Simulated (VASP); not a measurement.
Wanted: the native input for a VASP 6.6.1 run.

```yaml
Task: single point
Functional: PBE
Dispersion: D3(BJ)
Potentials_or_basis: VASP PAW PBE potentials, release 64 (B, As)
Cutoff: 420 eV
k_mesh: 12 × 12 × 1
Occupations: gaussian, width 0.03 eV
Spin: no spin polarisation
Dipole_correction: yes
Further_INCAR_settings: ALGO = Normal; EDIFF = 1e-06; NBANDS = 11; NELMDL = -8
```

The structure of BAs lies in POSCAR:

```
BAs
1.0
    3.3800000000      0.0000000000      0.0000000000
   -1.6900000000      2.9271658648      0.0000000000
    0.0000000000      0.0000000000     14.0000000000
B As
1 1
Direct
    0.3333330000      0.6666670000      0.5000000000
    0.6666670000      0.3333330000      0.5000000000
```

One way to write it, as run:

INCAR

```
SYSTEM = BAs
ALGO = Normal ; DIPOL = 0.5 0.5 0.500
EDIFF = 1E-6 ; ENCUT = 420
GGA = PE ; GGA_COMPAT = .FALSE.
IDIPOL = 3 ; ISIF = 2
ISMEAR = 0 ; IVDW = 12
LASPH = .TRUE. ; LCHARG = .FALSE.
LDIPOL = .TRUE. ; LREAL = .FALSE.
LWAVE = .FALSE. ; NBANDS = 11
NELM = 120 ; NELMDL = -8
PREC = Accurate ; SIGMA = 0.03
```

KPOINTS

```
k-points
0
G
  12 12 1
  0 0 0
```

Potentials or basis: VASP PAW PBE potentials, release 64 (B, As).

Run with:

```bash
$ cat potpaw_PBE.64/B/POTCAR potpaw_PBE.64/As/POTCAR > POTCAR
$ mpirun -np 1 vasp_std > vasp.out
```

Results of the run:

```
Band gap on the k mesh     : 0.75 eV
Dispersion energy per atom : -0.131 eV
```

Run time: 50 s on 1 thread of Intel Xeon 8259CL, on a shared host, peak memory 0.23 GiB.
